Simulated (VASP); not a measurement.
# Ru (Fm-3m) in VASP: a series of runs

The runs below take Ru through single point, with PBEsol.

Program: VASP 6.6.1. These are calculated values, not measurements. Logs are shortened: lines on timing, memory, paths and dates and some standing lists are left out, and cuts for length are marked.

### 1 The cell of the first run

It takes space group Fm-3m (No. 225, cubic). The conventional cell has a = 3.765 Å, b = 3.765 Å, c = 3.765 Å, α = 90.00°, β = 90.00°, γ = 90.00°. Within 3.5 Å of Ru (site symmetry m-3m) lie 12 Ru at 2.66 Å.

### 2 Single point, PBEsol

INCAR

```
  PREC = Accurate
  ENCUT = 520
  EDIFF = 1E-7
  ISMEAR = 0
  SIGMA = 0.1
  LREAL = False
  LASPH = True
  NELM = 80
  ALGO = Normal
  ISIF = 2
  LWAVE = False
  LCHARG = False
  GGA = PS
  NBANDS = 13
```

KPOINTS

```
Automatic mesh
0
Gamma
  8 8 8
```

POSCAR

```
Ru
1.0
    0.0000000000      1.8823898259      1.8823898259
    1.8823898259      0.0000000000      1.8823898259
    1.8823898259      1.8823898259      0.0000000000
Ru
1
Direct
    0.0000000000      0.0000000000      0.0000000000
```

Potentials or basis: VASP PAW PBE potentials, release 64 (Ru_pv).

On the command line:

```bash
$ cat potpaw_PBE.64/Ru_pv/POTCAR > POTCAR
$ mpirun -np 1 vasp_std > vasp.out
```

OUTCAR:

```text
PREC = Accurate
   ENCUT = 520
   EDIFF = 1E-7
   ISMEAR = 0
   LREAL = False
   LASPH = True
   NELM = 80
   ISIF = 2
   GGA = PS

 ion  position               nearest neighbor table
   1  0.000  0.000  0.000-

  LATTYP: Found a face centered cubic cell.
 ALAT       =     3.7647796518

  Lattice vectors:

 A1 = (   0.0000000000,   1.8823898259,   1.8823898259)
 A2 = (   1.8823898259,   0.0000000000,   1.8823898259)
 A3 = (   1.8823898259,   1.8823898259,   0.0000000000)

Analysis of symmetry for initial positions (statically):
=====================================================================
 Subroutine PRICEL returns:
 Original cell was already a primitive cell.

 Routine SETGRP: Setting up the symmetry group for a
 face centered cubic supercell.

 Subroutine GETGRP returns: Found 48 space group operations
 (whereof 48 operations were pure point group operations)
 out of a pool of 48 trial point group operations.

The static configuration has the point symmetry O_h .

Analysis of symmetry for dynamics (positions and initial velocities):
=====================================================================
 Subroutine PRICEL returns:
 Original cell was already a primitive cell.

 Routine SETGRP: Setting up the symmetry group for a
 face centered cubic supercell.

 Subroutine GETGRP returns: Found 48 space group operations
 (whereof 48 operations were pure point group operations)
 out of a pool of 48 trial point group operations.

The dynamic configuration has the point symmetry O_h .

 Subroutine INISYM returns: Found 48 space group operations
 (whereof 48 operations are pure point group operations),
 and found     1 'primitive' translations

----------------------------------------------------------------------------------------

                                     Primitive cell

  volume of cell :      13.3401

  direct lattice vectors                    reciprocal lattice vectors
     0.000000000  1.882389826  1.882389826    -0.265619795  0.265619795  0.265619795
     1.882389826  0.000000000  1.882389826     0.265619795 -0.265619795  0.265619795
     1.882389826  1.882389826  0.000000000     0.265619795  0.265619795 -0.265619795

  length of vectors
     2.662101221  2.662101221  2.662101221     0.460066981  0.460066981  0.460066981

  position of ions in fractional coordinates (direct lattice)
     0.000000000  0.000000000  0.000000000

  ion indices of the primitive-cell ions
   primitive index   ion index
                 1           1

----------------------------------------------------------------------------------------

 KPOINTS: Automatic mesh

Automatic generation of k-mesh.
 Grid dimensions read from file:
 generate k-points for:    8    8    8

 Generating k-lattice:

  Cartesian coordinates                     Fractional coordinates (reciprocal lattice)
    -0.033202474  0.033202474  0.033202474     0.125000000  0.000000000  0.000000000
     0.033202474 -0.033202474  0.033202474     0.000000000  0.125000000  0.000000000
     0.033202474  0.033202474 -0.033202474     0.000000000  0.000000000  0.125000000

  Length of vectors
     0.057508373  0.057508373  0.057508373

  Shift w.r.t. Gamma in fractional coordinates (k-lattice)
     0.000000000  0.000000000  0.000000000

 Subroutine IBZKPT returns following result:
 ===========================================

 Found     29 irreducible k-points:

 Following reciprocal coordinates:
            Coordinates               Weight
  0.000000  0.000000  0.000000      1.000000
  0.125000  0.000000  0.000000      8.000000
  0.250000  0.000000  0.000000      8.000000
  0.375000  0.000000  0.000000      8.000000
  0.500000  0.000000  0.000000      4.000000
  0.125000  0.125000  0.000000      6.000000
[... 16 lines left out ...]
  0.500000  0.250000  0.125000     48.000000
 -0.375000  0.250000  0.125000     24.000000
 [... further k-points ...]
   k-points           NKPTS =     29   k-points in BZ     NKDIM =     29   number of bands    NBANDS=     13
   number of dos      NEDOS =    301   number of ions     NIONS =      1
   total plane-waves  NPLWV =   8000
   dimension x,y,z NGX =    20 NGY =   20 NGZ =   20
   dimension x,y,z NGXF=    40 NGYF=   40 NGZF=   40
   ions per type =               1
   NGX,Y,Z   is equivalent  to a cutoff of  12.49, 12.49, 12.49 a.u.
   NGXF,Y,Z  is equivalent  to a cutoff of  24.98, 24.98, 24.98 a.u.
 SYSTEM =  unknown system
   PREC   = accura    normal or accurate (medium, high low for compatibility)
   ISTART =      0    job   : 0-new  1-cont  2-samecut
   ICHARG =      2    charge: 1-file 2-atom 10-const
   ISPIN  =      1    spin polarized calculation?
   LNONCOLLINEAR =      F non collinear calculations
   LSORBIT =      F    spin-orbit coupling
   LASPH  =      T    aspherical Exc in radial PAW
   ENCUT  =  520.0 eV  38.22 Ry    6.18 a.u.   4.95  4.95  4.95*2*pi/ulx,y,z
   NELM   =     80;   NELMIN=  2; NELMDL= -5     # of ELM steps
   EDIFF  = 0.1E-06   stopping-criterion for ELM
   LREAL  =      F    real-space projection
   EDIFFG = 0.1E-05   stopping-criterion for IOM
   NSW    =      0    number of steps for IOM
   IBRION =     -1    ionic relax: 0-MD 1-quasi-New 2-CG
   NFREE  =      0    steps in history (QN), initial steepest desc. (CG)
   ISIF   =      2    stress and relaxation
   ISYM   =      2    0-nonsym 1-usesym 2-fastsym
   POTIM  = 0.5000    time-step for ionic-motion
   TEBEG  =    0.0;   TEEND  =   0.0 temperature during run
   PSTRESS=    0.0 pullay stress
   NELECT =      14.0000    total number of electrons
   NUPDOWN=      -1.0000    fix difference up-down
   EMIN   =  10.00;   EMAX   =-10.00  energy-range for DOS
   EFERMI =   0.00;   METHOD = LEGACY
   ISMEAR =     0;   SIGMA  =   0.10  broadening in eV -4-tet -1-fermi 0-gaus
   EFERMI_NEDOS =   21; number of points for ismear=-14 and -15
   IALGO  =     38    algorithm
   IMIX   =      4    mixing-type and parameters
     AMIX     =   0.40;   BMIX     =  1.00
     AMIX_MAG =   1.60;   BMIX_MAG =  1.00
  volume/ion in A,a.u.               =      13.34        90.02
  Fermi-wavevector in a.u.,A,eV,Ry     =   1.663660  3.143862 37.657730  2.767765
  Thomas-Fermi vector in A             =   2.750339
   LORBIT       =      0    0 simple, 1 ext, 2 COOP (PROOUT), +10 PAW based schemes
   GGA     = PS    functional components
   LHFCALC =     F    Hartree Fock is set to
   AEXX    =    0.0000 exact exchange contribution
   IVDW    =     0    specifies the selected vdW correction
   LEPSILON=     F    determine dielectric tensor
   LRPA    =     F    only Hartree local field effects (RPA)
 non-spin polarized calculation
 Gauss-broadening in eV      SIGMA  =   0.10
  energy-cutoff  :      520.00
  volume of cell :       13.34
 maximum number of plane-waves:       370
   NGX =  9   NGY =  9   NGZ =  9

 number of electron      14.0000006 magnetization

 Free energy of the ion-electron system (eV)
  ---------------------------------------------------
  ext. energy  EPLUGINS =         0.00000000
  ---------------------------------------------------
  free energy    TOTEN  =       -10.09374712 eV

  energy without entropy =      -10.09010120  energy(sigma->0) =      -10.09192416

 E-fermi :  12.8173     XC(G=0): -14.3864

 val. band max:       12.7389367327   @ k =  -0.3750   0.3750   0.1250
 cond. band min:      12.8251152078   @ k =   0.0000   0.0000   0.0000
 fundamental gap:      0.0861784751
 Fermi energy:        12.8172900657

 k-point     1 :       0.0000    0.0000    0.0000
  band No.  band energies     occupation
      1     -29.4208      2.00000
      2     -29.4208      2.00000
      3     -29.4208      2.00000
      4       4.8463      2.00000
      5      10.2864      2.00000
      6      10.2864      2.00000
      7      10.2864      2.00000
      8      12.8251      0.91188
      9      12.8251      0.91188
     10      23.3514      0.00000
     11      27.9381      0.00000
     12      33.7646      0.00000
     13      33.7646      0.00000

 k-point     2 :       0.1250    0.0000    0.0000
  band No.  band energies     occupation
      1     -29.5957      2.00000
      2     -29.4435      2.00000
      3     -29.4435      2.00000
      4       5.4959      2.00000
      5       9.9809      2.00000
      6      10.5391      2.00000
      7      10.5391      2.00000
      8      12.6848      1.93898
      9      12.6848      1.93898
     10      23.3513      0.00000
     11      29.0014      0.00000
     12      31.3850      0.00000
     13      34.8586      0.00000

 k-point     3 :       0.2500    0.0000    0.0000
  band No.  band energies     occupation
      1     -30.0062      2.00000
      2     -29.4977      2.00000
      3     -29.4977      2.00000
      4       6.7232      2.00000
      5      10.0340      2.00000
      6      10.6989      2.00000
      7      10.6989      2.00000
      8      12.9877      0.01595
      9      12.9877      0.01595
     10      23.3508      0.00000
     11      28.1513      0.00000
     12      30.4424      0.00000
     13      37.6772      0.00000
[... 305 lines left out ...]
 k-point    23 :       0.5000    0.2500    0.1250
  band No.  band energies     occupation
      1     -30.3150      2.00000
      2     -29.8360      2.00000
      3     -29.6341      2.00000
      4       8.0603      2.00000
      5       9.1846      2.00000
      6       9.8747      2.00000
      7      11.8598      2.00000
      8      13.8343      0.00000
      9      17.3044      0.00000
     10      23.3484      0.00000
     11      25.6760      0.00000
     12      29.6033      0.00000
     13      31.0231      0.00000

 k-point    24 :      -0.3750    0.2500    0.1250
  band No.  band energies     occupation
      1     -30.4058      2.00000
      2     -29.8754      2.00000
      3     -29.6695      2.00000
      4       7.9916      2.00000
      5       8.8958      2.00000
      6      10.7028      2.00000
      7      11.5177      2.00000
      8      14.4970      0.00000
      9      19.4217      0.00000
     10      22.7114      0.00000
     11      23.3671      0.00000
     12      29.3942      0.00000
     13      30.6547      0.00000

 [... further k-points ...]

------------------------ aborting loop because EDIFF is reached ----------------------------------------

  FORCE on cell =-STRESS in cart. coord.  units (eV):
  Direction    XX          YY          ZZ          XY          YZ          ZX
  --------------------------------------------------------------------------------------
  -------------------------------------------------------------------------------------
  Total       -0.0078714     -0.0078714     -0.0078714     -0.0000000     -0.0000000      0.0000000
  in kB       -0.9453688     -0.9453688     -0.9453688     -0.0000000     -0.0000000      0.0000000
  external PRESSURE =      -0.9453688 kB  Pullay stress =       0.0000000 kB

 VOLUME and BASIS-vectors are now :
 -----------------------------------------------------------------------------
  energy-cutoff  :      520.00
  volume of cell :       13.34
      direct lattice vectors                 reciprocal lattice vectors
     0.000000000  1.882389826  1.882389826    -0.265619795  0.265619795  0.265619795
     1.882389826  0.000000000  1.882389826     0.265619795 -0.265619795  0.265619795
     1.882389826  1.882389826  0.000000000     0.265619795  0.265619795 -0.265619795

 POSITION                                       TOTAL-FORCE (eV/Angst)
 -----------------------------------------------------------------------------------
      0.00000      0.00000      0.00000         0.000000      0.000000      0.000000
 -----------------------------------------------------------------------------------
    total drift:                                0.000000     -0.000000      0.000000

  FREE ENERGIE OF THE ION-ELECTRON SYSTEM (eV)
  ---------------------------------------------------
  free  energy   TOTEN  =       -10.0937471235 eV

  energy  without entropy=      -10.0901012024  energy(sigma->0) =      -10.09192416
```

Run time: 2.5 s. Hardware: 1 thread of Intel Xeon 6975P-C (Granite Rapids), shared host; peak memory 0.12 GiB.

What came out:

```
Free energy            : -10.0937 eV
Pressure               : -0.1 GPa
Band gap on the k mesh : zero (band 7 reaches 15.29 eV, above the bottom of band 8 at 12.05 eV)
```

Caveat: the k points lie up to 0.36 Å⁻¹ apart; the PAW data sets were made with another functional, which shifts forces and pressure a little.

### 3 Single point, PBEsol

This run uses another cell than the first one, of 14.29 Å³/atom, 1.071 times its volume.

INCAR

```
ALGO = Normal
EDIFF = 1E-6
ENCUT = 520
GGA = PS
ISIF = 2
ISMEAR = 0
LASPH = True
LCHARG = False
LREAL = False
LWAVE = False
NBANDS = 13
NELM = 100
PREC = Accurate
SIGMA = 0.1
```

KPOINTS

```
k-points
0
Gamma
  8 8 8
```

POSCAR

```
Ru
1.0
    0.0000000000      1.9261309583      1.9261309583
    1.9261309583      0.0000000000      1.9261309583
    1.9261309583      1.9261309583      0.0000000000
Ru
1
Direct
    0.0000000000      0.0000000000      0.0000000000
```

Potentials or basis: VASP PAW PBE potentials, release 64 (Ru_pv).

On the command line:

```bash
$ cat potpaw_PBE.64/Ru_pv/POTCAR > POTCAR
$ mpirun -np 1 vasp_std > vasp.out
```

OUTCAR:

```text
EDIFF = 1E-6
   ENCUT = 520
   GGA = PS
   ISIF = 2
   ISMEAR = 0
   LASPH = True
   LREAL = False
   NELM = 100
   PREC = Accurate

 ion  position               nearest neighbor table
   1  0.000  0.000  0.000-

  LATTYP: Found a face centered cubic cell.
 ALAT       =     3.8522619166

  Lattice vectors:

 A1 = (   0.0000000000,   1.9261309583,   1.9261309583)
 A2 = (   1.9261309583,   0.0000000000,   1.9261309583)
 A3 = (   1.9261309583,   1.9261309583,   0.0000000000)

Analysis of symmetry for initial positions (statically):
[... 5 lines left out ...]
 face centered cubic supercell.

 Subroutine GETGRP returns: Found 48 space group operations
 (whereof 48 operations were pure point group operations)
 out of a pool of 48 trial point group operations.

The static configuration has the point symmetry O_h .

Analysis of symmetry for dynamics (positions and initial velocities):
[... 5 lines left out ...]
 face centered cubic supercell.

 Subroutine GETGRP returns: Found 48 space group operations
 (whereof 48 operations were pure point group operations)
 out of a pool of 48 trial point group operations.

The dynamic configuration has the point symmetry O_h .

 Subroutine INISYM returns: Found 48 space group operations
 (whereof 48 operations are pure point group operations),
 and found     1 'primitive' translations

----------------------------------------------------------------------------------------

                                     Primitive cell

  volume of cell :      14.2918

  direct lattice vectors                    reciprocal lattice vectors
     0.000000000  1.926130958  1.926130958    -0.259587749  0.259587749  0.259587749
     1.926130958  0.000000000  1.926130958     0.259587749 -0.259587749  0.259587749
     1.926130958  1.926130958  0.000000000     0.259587749  0.259587749 -0.259587749

  length of vectors
     2.723960524  2.723960524  2.723960524     0.449619171  0.449619171  0.449619171

  position of ions in fractional coordinates (direct lattice)
[... 96 lines left out ...]
     AMIX     =   0.40;   BMIX     =  1.00
     AMIX_MAG =   1.60;   BMIX_MAG =  1.00
  volume/ion in A,a.u.               =      14.29        96.45
  Fermi-wavevector in a.u.,A,eV,Ry     =   1.625880  3.072467 35.966787  2.643484
  Thomas-Fermi vector in A             =   2.718930
   LORBIT       =      0    0 simple, 1 ext, 2 COOP (PROOUT), +10 PAW based schemes
   GGA     = PS    functional components
   LHFCALC =     F    Hartree Fock is set to
   AEXX    =    0.0000 exact exchange contribution
   IVDW    =     0    specifies the selected vdW correction
   LEPSILON=     F    determine dielectric tensor
   LRPA    =     F    only Hartree local field effects (RPA)
 non-spin polarized calculation
 Gauss-broadening in eV      SIGMA  =   0.10
  energy-cutoff  :      520.00
  volume of cell :       14.29
 maximum number of plane-waves:       396
   NGX = 11   NGY = 11   NGZ = 11

 number of electron      13.9999994 magnetization

 Free energy of the ion-electron system (eV)
  ---------------------------------------------------
  ext. energy  EPLUGINS =         0.00000000
  ---------------------------------------------------
  free energy    TOTEN  =       -10.03045800 eV

  energy without entropy =      -10.02621753  energy(sigma->0) =      -10.02833776

 E-fermi :  11.6092     XC(G=0): -13.9616

 val. band max:       11.5947459269   @ k =   0.0000   0.0000   0.0000
 cond. band min:      11.7538519664   @ k =   0.2500   0.0000   0.0000
 fundamental gap:      0.1591060395
 Fermi energy:        11.6092498944

 k-point     1 :       0.0000    0.0000    0.0000
  band No.  band energies     occupation
      1     -30.6471      2.00000
      2     -30.6471      2.00000
      3     -30.6471      2.00000
      4       4.0206      2.00000
      5       9.3140      2.00000
      6       9.3140      2.00000
      7       9.3140      2.00000
      8      11.5947      1.16252
      9      11.5947      1.16252
     10      22.1954      0.00000
     11      26.7485      0.00000
     12      32.1900      0.00000
     13      32.1900      0.00000
[... 354 lines left out ...]
  band No.  band energies     occupation
      1     -31.4290      2.00000
      2     -31.0086      2.00000
      3     -30.8462      2.00000
      4       7.1741      2.00000
      5       8.0684      2.00000
      6       9.6491      2.00000
      7      10.4346      2.00000
      8      13.1013      0.00000
      9      17.7304      0.00000
     10      20.7437      0.00000
     11      22.2010      0.00000
     12      27.6428      0.00000
     13      28.5537      0.00000

 [... further k-points ...]
[... 5 lines left out ...]
  --------------------------------------------------------------------------------------
  -------------------------------------------------------------------------------------
  Total       -1.7908592     -1.7908592     -1.7908592      0.0000000     -0.0000000      0.0000000
  in kB     -200.7634209   -200.7634209   -200.7634209      0.0000000     -0.0000000      0.0000000
  external PRESSURE =    -200.7634209 kB  Pullay stress =       0.0000000 kB

 VOLUME and BASIS-vectors are now :
 -----------------------------------------------------------------------------
  energy-cutoff  :      520.00
  volume of cell :       14.29
      direct lattice vectors                 reciprocal lattice vectors
     0.000000000  1.926130958  1.926130958    -0.259587749  0.259587749  0.259587749
     1.926130958  0.000000000  1.926130958     0.259587749 -0.259587749  0.259587749
     1.926130958  1.926130958  0.000000000     0.259587749  0.259587749 -0.259587749

 POSITION                                       TOTAL-FORCE (eV/Angst)
 -----------------------------------------------------------------------------------
      0.00000      0.00000      0.00000        -0.000000     -0.000000      0.000000
 -----------------------------------------------------------------------------------
    total drift:                                0.000000      0.000000      0.000000

  FREE ENERGIE OF THE ION-ELECTRON SYSTEM (eV)
  ---------------------------------------------------
  free  energy   TOTEN  =       -10.0304580015 eV

  energy  without entropy=      -10.0262175261  energy(sigma->0) =      -10.02833776
```

stdout:

```text
POSCAR found type information on POSCAR Ru
 POSCAR found :  1 types and       1 ions
 scaLAPACK will be used
 -----------------------------------------------------------------------------
|                                                                             |
|                                                                             |
|     You enforced a specific xc type in the INCAR file but a different       |
|     I HOPE YOU KNOW WHAT YOU ARE DOING!                                     |
|                                                                             |
 -----------------------------------------------------------------------------

 LDA part: xc-table for (Slater+PW92), standard interpolation
 POSCAR, INCAR and KPOINTS ok, starting setup
 FFT: planning ... GRIDC
 FFT: planning ... GRID_SOFT
 FFT: planning ... GRID
 WAVECAR not read
 entering main loop
```

Run time: 2.5 s. Hardware: 1 thread of Intel Xeon 6975P-C (Granite Rapids), shared host; peak memory 0.12 GiB.

What came out:

```
Free energy            : -10.0305 eV
Pressure               : -20.1 GPa
Band gap on the k mesh : zero (band 7 reaches 13.81 eV, above the bottom of band 8 at 10.91 eV)
```

Levels at points of the mesh, in eV from the Fermi level:
```tsv
k point	band 4	band 5	band 6	band 7	band 8	band 9	band 10	band 11
(0.00, 0.00, 0.00)	-7.59	-2.30	-2.30	-2.30	-0.01	-0.01	10.59	15.14
(0.50, 0.00, 0.00)	-5.63	-2.41	-2.41	1.03	1.72	1.72	9.52	10.59
(0.50, 0.50, 0.00)	-5.87	-5.41	1.68	2.20	2.20	3.54	10.58	13.06
```

Caveat: the PAW data sets were made with another functional, which shifts forces and pressure a little.
